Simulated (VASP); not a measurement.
# AgCl (Cmcm) in VASP: further runs

AgCl is run at these levels: PBEsol; tasks: electric field gradients.

Everything below comes from runs of VASP 6.6.1. Logs are shortened: lines on timing, memory, paths and dates and some standing lists are left out, and cuts for length are marked.

## Step 1: The cell of the first run

Symmetry: Cmcm, No. 63, orthorhombic system. The conventional cell has a = 3.665 Å, b = 10.886 Å, c = 3.844 Å, α = 90.00°, β = 90.00°, γ = 90.00°. Within 3.5 Å of Ag (site symmetry m2m) lie 7 Cl at 2.68 to 3.17 Å and 2 Ag at 2.96 Å. Within 3.9 Å of Cl (site symmetry m2m) lie 7 Ag at 2.68 to 3.17 Å and 10 Cl at 3.50 to 3.84 Å.

## Step 2: Electric field gradients, PBEsol (19.17 Å³/atom)

INCAR

```
SYSTEM = AgCl
  PREC = Accurate
  ENCUT = 520
  EDIFF = 1E-8
  ISMEAR = -1
  SIGMA = 0.03
  LREAL = .False.
  LASPH = .True.
  NELM = 80
  ALGO = Normal
  ISIF = 2
  LWAVE = .False.
  LCHARG = .False.
  GGA = PS
  LEFG = .True.
  NBANDS = 26
```

KPOINTS

```
regular mesh
0
Gamma
  9 9 8
  0 0 0
```

POSCAR

```
AgCl
1.0
    1.8327171557     -5.4431635047      0.0000000000
    1.8327171557      5.4431635047      0.0000000000
    0.0000000000      0.0000000000      3.8439324781
Ag Cl
2 2
Direct
    0.3965554000      0.6034446000      0.7500000000
    0.6034446000      0.3965554000      0.2500000000
    0.8654487300      0.1345512700      0.2500000000
    0.1345512700      0.8654487300      0.7500000000
```

Potentials or basis: VASP PAW PBE potentials, release 64 (Ag, Cl).

Run with:

```console
> cat potpaw_PBE.64/Ag/POTCAR potpaw_PBE.64/Cl/POTCAR > POTCAR
> mpirun -np 1 vasp_std > vasp.out
```

OUTCAR:

```text
SYSTEM = AgCl
   PREC = Accurate
   ENCUT = 520
   EDIFF = 1E-8
   ISMEAR = -1
   LREAL = .False.
   LASPH = .True.
   NELM = 80
   ISIF = 2
   GGA = PS

 ion  position               nearest neighbor table
   1  0.397  0.603  0.750-   3 2.68   3 2.68   3 2.68   3 2.68   4 2.85   2 2.96   2 2.96
   2  0.603  0.397  0.250-   4 2.68   4 2.68   4 2.68   4 2.68   3 2.85   1 2.96   1 2.96
   3  0.865  0.135  0.250-   1 2.68   1 2.68   1 2.68   1 2.68   2 2.85
   4  0.135  0.865  0.750-   2 2.68   2 2.68   2 2.68   2 2.68   1 2.85

  LATTYP: Found a base centered orthorhombic cell.
 ALAT       =     3.6654343114
 B/A-ratio  =     2.9699964819
 C/A-ratio  =     1.0486976853

  Lattice vectors:

 A1 = (   1.8327171557,  -5.4431635047,   0.0000000000)
 A2 = (   1.8327171557,   5.4431635047,   0.0000000000)
 A3 = (   0.0000000000,   0.0000000000,   3.8439324781)

Analysis of symmetry for initial positions (statically):
=====================================================================
 Subroutine PRICEL returns:
 Original cell was already a primitive cell.

 Routine SETGRP: Setting up the symmetry group for a
 base centered orthorhombic supercell.

 Subroutine GETGRP returns: Found  8 space group operations
 (whereof  4 operations were pure point group operations)
 out of a pool of  8 trial point group operations.

The static configuration has the point symmetry C_2h.
 The point group associated with its full space group is D_2h.

Analysis of symmetry for dynamics (positions and initial velocities):
=====================================================================
 Subroutine PRICEL returns:
 Original cell was already a primitive cell.

 Routine SETGRP: Setting up the symmetry group for a
 base centered orthorhombic supercell.

 Subroutine GETGRP returns: Found  8 space group operations
 (whereof  4 operations were pure point group operations)
 out of a pool of  8 trial point group operations.

The dynamic configuration has the point symmetry C_2h.
 The point group associated with its full space group is D_2h.

 Subroutine INISYM returns: Found  8 space group operations
 (whereof  4 operations are pure point group operations),
 and found     1 'primitive' translations

----------------------------------------------------------------------------------------

                                     Primitive cell

  volume of cell :      76.6924

  direct lattice vectors                    reciprocal lattice vectors
     1.832717156 -5.443163505  0.000000000     0.272818966 -0.091858347  0.000000000
     1.832717156  5.443163505  0.000000000     0.272818966  0.091858347  0.000000000
     0.000000000  0.000000000  3.843932478     0.000000000  0.000000000  0.260150251

  length of vectors
     5.743420680  5.743420680  3.843932478     0.287868276  0.287868276  0.260150251

  position of ions in fractional coordinates (direct lattice)
     0.396555400  0.603444600  0.750000000
     0.603444600  0.396555400  0.250000000
     0.865448730  0.134551270  0.250000000
     0.134551270  0.865448730  0.750000000

  ion indices of the primitive-cell ions
   primitive index   ion index
                 1           1
                 2           2
                 3           3
                 4           4

----------------------------------------------------------------------------------------

 KPOINTS: regular mesh

Automatic generation of k-mesh.
 Grid dimensions read from file:
 generate k-points for:    9    9    8

 Generating k-lattice:

  Cartesian coordinates                     Fractional coordinates (reciprocal lattice)
     0.030313218 -0.010206483  0.000000000     0.111111111  0.000000000  0.000000000
     0.030313218  0.010206483  0.000000000     0.000000000  0.111111111  0.000000000
[... 44 lines left out ...]
   dimension x,y,z NGXF=    96 NGYF=   96 NGZF=   60
   ions per type =               2   2
   NGX,Y,Z   is equivalent  to a cutoff of  13.89, 13.89, 12.97 a.u.
   NGXF,Y,Z  is equivalent  to a cutoff of  27.79, 27.79, 25.95 a.u.
 SYSTEM =  AgCl
   PREC   = accura    normal or accurate (medium, high low for compatibility)
   ISTART =      0    job   : 0-new  1-cont  2-samecut
   ICHARG =      2    charge: 1-file 2-atom 10-const
   ISPIN  =      1    spin polarized calculation?
   LNONCOLLINEAR =      F non collinear calculations
   LSORBIT =      F    spin-orbit coupling
   LASPH  =      T    aspherical Exc in radial PAW
   ENCUT  =  520.0 eV  38.22 Ry    6.18 a.u.  10.68 10.68  7.15*2*pi/ulx,y,z
   NELM   =     80;   NELMIN=  2; NELMDL= -5     # of ELM steps
   EDIFF  = 0.1E-07   stopping-criterion for ELM
   LREAL  =      F    real-space projection
   EDIFFG = 0.1E-06   stopping-criterion for IOM
   NSW    =      0    number of steps for IOM
   IBRION =     -1    ionic relax: 0-MD 1-quasi-New 2-CG
   NFREE  =      0    steps in history (QN), initial steepest desc. (CG)
   ISIF   =      2    stress and relaxation
   ISYM   =      2    0-nonsym 1-usesym 2-fastsym
   POTIM  = 0.5000    time-step for ionic-motion
   TEBEG  =    0.0;   TEEND  =   0.0 temperature during run
   PSTRESS=    0.0 pullay stress
   NELECT =      36.0000    total number of electrons
   NUPDOWN=      -1.0000    fix difference up-down
   EMIN   =  10.00;   EMAX   =-10.00  energy-range for DOS
   EFERMI =   0.00;   METHOD = LEGACY
   ISMEAR =    -1;   SIGMA  =   0.03  broadening in eV -4-tet -1-fermi 0-gaus
   EFERMI_NEDOS =   21; number of points for ismear=-14 and -15
   IALGO  =     38    algorithm
   IMIX   =      4    mixing-type and parameters
     AMIX     =   0.40;   BMIX     =  1.00
     AMIX_MAG =   1.60;   BMIX_MAG =  1.00
  volume/ion in A,a.u.               =      19.17       129.39
  Fermi-wavevector in a.u.,A,eV,Ry     =   1.272306  2.404309 22.024591  1.618762
  Thomas-Fermi vector in A             =   2.405191
   LORBIT       =      0    0 simple, 1 ext, 2 COOP (PROOUT), +10 PAW based schemes
   GGA     = PS    functional components
   LHFCALC =     F    Hartree Fock is set to
   AEXX    =    0.0000 exact exchange contribution
   IVDW    =     0    specifies the selected vdW correction
   LEPSILON=     F    determine dielectric tensor
   LRPA    =     F    only Hartree local field effects (RPA)
 non-spin polarized calculation
  energy-cutoff  :      520.00
  volume of cell :       76.69
 maximum number of plane-waves:      2082
 NGX is ok and might be reduce to    48
   NGX = 21   NGY = 21   NGZ = 15

 number of electron      35.9999999 magnetization

 Free energy of the ion-electron system (eV)
  ---------------------------------------------------
  ext. energy  EPLUGINS =         0.00000000
  ---------------------------------------------------
  free energy    TOTEN  =       -12.05478220 eV

  energy without entropy =      -12.05476704  energy(sigma->0) =      -12.05477462

 E-fermi :   5.1838     XC(G=0): -10.8251

 val. band max:        4.9794460519   @ k =   0.2222   0.2222   0.0000
 cond. band min:       5.3170491286   @ k =   0.0000   0.0000   0.0000
 fundamental gap:      0.3376030767
 Fermi energy:         5.1838082954

 k-point     1 :       0.0000    0.0000    0.0000
  band No.  band energies     occupation
      1     -10.6208      2.00000
      2      -9.8905      2.00000
      3      -0.0980      2.00000
      4       1.1435      2.00000
      5       1.3760      2.00000
      6       1.4943      2.00000
[... 685 lines left out ...]
     25      15.3714      0.00000
     26      16.3887      0.00000

 [... further k-points ...]

------------------------ aborting loop because EDIFF is reached ----------------------------------------

  FORCE on cell =-STRESS in cart. coord.  units (eV):
  Direction    XX          YY          ZZ          XY          YZ          ZX
  --------------------------------------------------------------------------------------
  -------------------------------------------------------------------------------------
  Total        0.3281662      0.0965770      0.2250084      0.0000000      0.0000000      0.0000000
  in kB        6.8557013      2.0175836      4.7006374      0.0000000      0.0000000      0.0000000
  external PRESSURE =       4.5246408 kB  Pullay stress =       0.0000000 kB

 VOLUME and BASIS-vectors are now :
 -----------------------------------------------------------------------------
  energy-cutoff  :      520.00
  volume of cell :       76.69
      direct lattice vectors                 reciprocal lattice vectors
     1.832717156 -5.443163505  0.000000000     0.272818966 -0.091858347  0.000000000
     1.832717156  5.443163505  0.000000000     0.272818966  0.091858347  0.000000000
     0.000000000  0.000000000  3.843932478     0.000000000  0.000000000  0.260150251

 POSITION                                       TOTAL-FORCE (eV/Angst)
 -----------------------------------------------------------------------------------
      1.83272      1.12613      2.88295         0.000000     -0.054859      0.000000
      1.83272     -1.12613      0.96098         0.000000      0.054859     -0.000000
      1.83272     -3.97839      0.96098         0.000000      0.024659     -0.000000
      1.83272      3.97839      2.88295         0.000000     -0.024659      0.000000
 -----------------------------------------------------------------------------------
    total drift:                                0.000000     -0.000000      0.000000

  FREE ENERGIE OF THE ION-ELECTRON SYSTEM (eV)
  ---------------------------------------------------
  free  energy   TOTEN  =       -12.0547822022 eV

  energy  without entropy=      -12.0547670443  energy(sigma->0) =      -12.05477462

 Electric field gradients (V/A^2)
---------------------------------------------------------------------
 ion       V_xx      V_yy      V_zz      V_xy      V_xz      V_yz
---------------------------------------------------------------------
   1     -24.227    56.300   -32.072    -0.000     0.000    -0.000
   2     -24.227    56.300   -32.072    -0.000     0.000    -0.000
   3      34.959   -54.995    20.036     0.000    -0.000     0.000
   4      34.959   -54.995    20.036     0.000     0.000    -0.000
---------------------------------------------------------------------

 Electric field gradients after diagonalization (V/A^2)
 (convention: |V_zz| > |V_xx| > |V_yy|)
----------------------------------------------------------------------
 ion       V_xx      V_yy      V_zz     asymmetry (V_yy - V_xx)/ V_zz
----------------------------------------------------------------------
   1     -32.072   -24.227    56.300       0.139
   2     -32.072   -24.227    56.300       0.139
   3      34.959    20.036   -54.995       0.271
   4      34.959    20.036   -54.995       0.271
----------------------------------------------------------------------

           NMR quadrupolar parameters

 Cq : quadrupolar parameter    Cq=e*Q*V_zz/h
 eta: asymmetry parameters     (V_yy - V_xx)/ V_zz
 Q  : nuclear electric quadrupole moment in mb (millibarn)
----------------------------------------------------------------------
 ion       Cq(MHz)       eta       Q (mb)
----------------------------------------------------------------------
   1       0.136       0.139       1.000
   2       0.136       0.139       1.000
   3      -0.133       0.271       1.000
   4      -0.133       0.271       1.000
----------------------------------------------------------------------
```

Run time: 8.3 min. Hardware: 1 thread of Intel Xeon 8259CL, shared host; peak memory 0.35 GiB.

Results:

| Item | Value |
| --- | --- |
| Free energy | -12.0548 eV |
| Pressure | 0.5 GPa |
| Largest force | 0.055 eV/Å |
| Band gap on the k mesh | 0.34 eV (least direct gap 1.96 eV) |
| Largest electric field gradient by atom | Ag +56.3; Cl -55.0 V/Å² |

Forces on the atoms (eV/Å):
```
Ag   0.000 -0.055  0.000
Ag   0.000  0.055  0.000
Cl   0.000  0.025  0.000
Cl   0.000 -0.025  0.000
```

Stress tensor (GPa, compression positive):
```
0.69 0.00 0.00
0.00 0.20 0.00
0.00 0.00 0.47
```

Levels at points of the mesh, in eV from the valence-band top:
| k point | band 16 | band 17 | band 18 | band 19 | band 20 | band 21 |
| --- | --- | --- | --- | --- | --- | --- |
| (0.00, 0.00, 0.00) | -2.00 | -1.81 | -1.62 | 0.34 | 2.95 | 7.76 |
| (0.00, 0.00, 0.50) | -1.40 | -0.10 | -0.10 | 4.39 | 4.39 | 6.60 |

Electric field gradients, principal values (V/Å²):
```csv
atom,least,middle,greatest (by size)
1 Ag,-24.227,-32.072,56.300
2 Ag,-24.227,-32.072,56.300
3 Cl,20.036,34.959,-54.995
4 Cl,20.036,34.959,-54.995
```

Caveat: semilocal functionals underestimate gaps, and a narrow one can read as zero; without QUAD_EFG the Cq values of the log hold for a quadrupole moment of 1 mb, not for the nuclei; the PAW data sets were made with another functional, which shifts forces and pressure a little. A k mesh can miss the band edges.

## Step 3: Electric field gradients, PBEsol (19.17 Å³/atom)

INCAR

```
PREC = Accurate ; ENCUT = 520
EDIFF = 1E-8 ; ISMEAR = -1
SIGMA = 0.03 ; LREAL = False
LASPH = True ; NELM = 60
ALGO = Normal ; ISIF = 2
LWAVE = False ; LCHARG = False
GGA = PS ; LEFG = True
NBANDS = 26
```

KPOINTS

```
regular mesh
0
Gamma
  9 9 8
```

POSCAR is that of step 2.

Potentials or basis: VASP PAW PBE potentials, release 64 (Ag, Cl).

Run with:

```console
> cat potpaw_PBE.64/Ag/POTCAR potpaw_PBE.64/Cl/POTCAR > POTCAR
> mpirun -np 1 vasp_std > vasp.out
```

OUTCAR:

```text
PREC = Accurate
   ENCUT = 520
   EDIFF = 1E-8
   ISMEAR = -1
   LREAL = False
   LASPH = True
   NELM = 60
   ISIF = 2
   GGA = PS

 ion  position               nearest neighbor table
   1  0.397  0.603  0.750-   3 2.68   3 2.68   3 2.68   3 2.68   4 2.85   2 2.96   2 2.96
   2  0.603  0.397  0.250-   4 2.68   4 2.68   4 2.68   4 2.68   3 2.85   1 2.96   1 2.96
   3  0.865  0.135  0.250-   1 2.68   1 2.68   1 2.68   1 2.68   2 2.85
   4  0.135  0.865  0.750-   2 2.68   2 2.68   2 2.68   2 2.68   1 2.85

  LATTYP: Found a base centered orthorhombic cell.
 ALAT       =     3.6654343114
 B/A-ratio  =     2.9699964819
 C/A-ratio  =     1.0486976853

  Lattice vectors:

 A1 = (   1.8327171557,  -5.4431635047,   0.0000000000)
[... 926 lines left out ...]
   1     -24.227    56.300   -32.072    -0.000     0.000    -0.000
   2     -24.227    56.300   -32.072    -0.000     0.000    -0.000
   3      34.959   -54.995    20.036     0.000    -0.000     0.000
   4      34.959   -54.995    20.036     0.000     0.000    -0.000
---------------------------------------------------------------------

 Electric field gradients after diagonalization (V/A^2)
 (convention: |V_zz| > |V_xx| > |V_yy|)
----------------------------------------------------------------------
 ion       V_xx      V_yy      V_zz     asymmetry (V_yy - V_xx)/ V_zz
----------------------------------------------------------------------
   1     -32.072   -24.227    56.300       0.139
   2     -32.072   -24.227    56.300       0.139
   3      34.959    20.036   -54.995       0.271
   4      34.959    20.036   -54.995       0.271
----------------------------------------------------------------------

           NMR quadrupolar parameters

 Cq : quadrupolar parameter    Cq=e*Q*V_zz/h
 eta: asymmetry parameters     (V_yy - V_xx)/ V_zz
 Q  : nuclear electric quadrupole moment in mb (millibarn)
----------------------------------------------------------------------
 ion       Cq(MHz)       eta       Q (mb)
----------------------------------------------------------------------
   1       0.136       0.139       1.000
   2       0.136       0.139       1.000
   3      -0.133       0.271       1.000
   4      -0.133       0.271       1.000
----------------------------------------------------------------------
```

OSZICAR:

```text
N       E                     dE             d eps       ncg     rms          rms(c)
DAV:   1     0.236854115759E+03    0.23685E+03   -0.17949E+04  6500   0.130E+03
DAV:   2     0.104822052785E-01   -0.23684E+03   -0.22598E+03  7280   0.288E+02
DAV:   3    -0.123934688538E+02   -0.12404E+02   -0.12312E+02  7692   0.672E+01
DAV:   4    -0.125201435997E+02   -0.12667E+00   -0.12656E+00  7336   0.743E+00
DAV:   5    -0.125217849727E+02   -0.16414E-02   -0.16413E-02  7646   0.866E-01    0.109E+01
DAV:   6    -0.120596888753E+02    0.46210E+00   -0.10997E+00  7076   0.117E+01    0.747E+00
DAV:   7    -0.120611025960E+02   -0.14137E-02   -0.30358E-01  6820   0.305E+00    0.292E+00
DAV:   8    -0.120551872877E+02    0.59153E-02   -0.16833E-02  6926   0.129E+00    0.629E-01
DAV:   9    -0.120547340957E+02    0.45319E-03   -0.40361E-03  7384   0.634E-01    0.699E-02
DAV:  10    -0.120547631761E+02   -0.29080E-04   -0.18893E-04  7246   0.938E-02    0.428E-02
DAV:  11    -0.120547836994E+02   -0.20523E-04   -0.25574E-05  6772   0.507E-02    0.135E-02
DAV:  12    -0.120547821458E+02    0.15536E-05   -0.64457E-06  7216   0.337E-02    0.305E-03
DAV:  13    -0.120547822478E+02   -0.10192E-06   -0.90014E-07  6924   0.572E-03    0.289E-03
DAV:  14    -0.120547822243E+02    0.23459E-07   -0.11845E-07  7110   0.397E-03    0.690E-04
DAV:  15    -0.120547822066E+02    0.17668E-07   -0.27516E-08  5634   0.114E-03    0.218E-04
DAV:  16    -0.120547822022E+02    0.44297E-08   -0.19875E-09  3600   0.344E-04
   1 F= -.12054782E+02 E0= -.12054775E+02  d E =-.151580E-04
```

stdout:

```text
POSCAR found type information on POSCAR AgCl
 POSCAR found :  2 types and       4 ions
 scaLAPACK will be used
 -----------------------------------------------------------------------------
|                                                                             |
|                                                                             |
|     You enforced a specific xc type in the INCAR file but a different       |
|     I HOPE YOU KNOW WHAT YOU ARE DOING!                                     |
|                                                                             |
 -----------------------------------------------------------------------------

 LDA part: xc-table for (Slater+PW92), standard interpolation
 POSCAR, INCAR and KPOINTS ok, starting setup
 FFT: planning ... GRIDC
 FFT: planning ... GRID_SOFT
 FFT: planning ... GRID
 WAVECAR not read
 entering main loop
ion   1

ion   2

ion   3

ion   4
```

It took 9.8 min on 1 thread of Intel Xeon 8259CL, shared host; peak memory 0.35 GiB.

What came out:

```yaml
Free_energy: -12.0548 eV
Pressure: 0.5 GPa
Largest_force: 0.055 eV/Å
Band_gap_on_the_k_mesh: 0.34 eV (least direct gap 1.96 eV)
Largest_electric_field_gradient_by_atom: Ag +56.3; Cl -55.0 V/Å²
```

Forces in eV/Å, atoms in the order of the input:
```
Ag   0.000 -0.055  0.000
Ag   0.000  0.055  0.000
Cl   0.000  0.025  0.000
Cl   0.000 -0.025  0.000
```

Stress tensor (GPa, compression positive):
```
0.69 0.00 0.00
0.00 0.20 0.00
0.00 0.00 0.47
```

Levels at points of the mesh, in eV from the valence-band top:
```csv
k point,band 14,band 15,band 16,band 17,band 18,band 19,band 20,band 21,band 22,band 23
"(0.00, 0.00, 0.00)",-2.50,-2.44,-2.00,-1.81,-1.62,0.34,2.95,7.76,8.16,9.90
"(0.00, 0.00, 0.50)",-2.53,-1.40,-1.40,-0.10,-0.10,4.39,4.39,6.60,6.60,8.03
```

Electric field gradients, principal values (V/Å²):
```
atom    least   middle  greatest (by size)
1 Ag  -24.227  -32.072              56.300
2 Ag  -24.227  -32.072              56.300
3 Cl   20.036   34.959             -54.995
4 Cl   20.036   34.959             -54.995
```

Caveat: semilocal functionals underestimate gaps, and a narrow one can read as zero; without QUAD_EFG the Cq values of the log hold for a quadrupole moment of 1 mb, not for the nuclei; the PAW data sets were made with another functional, which shifts forces and pressure a little. A k mesh can miss the band edges.

(Continued in part 2 of 2.)
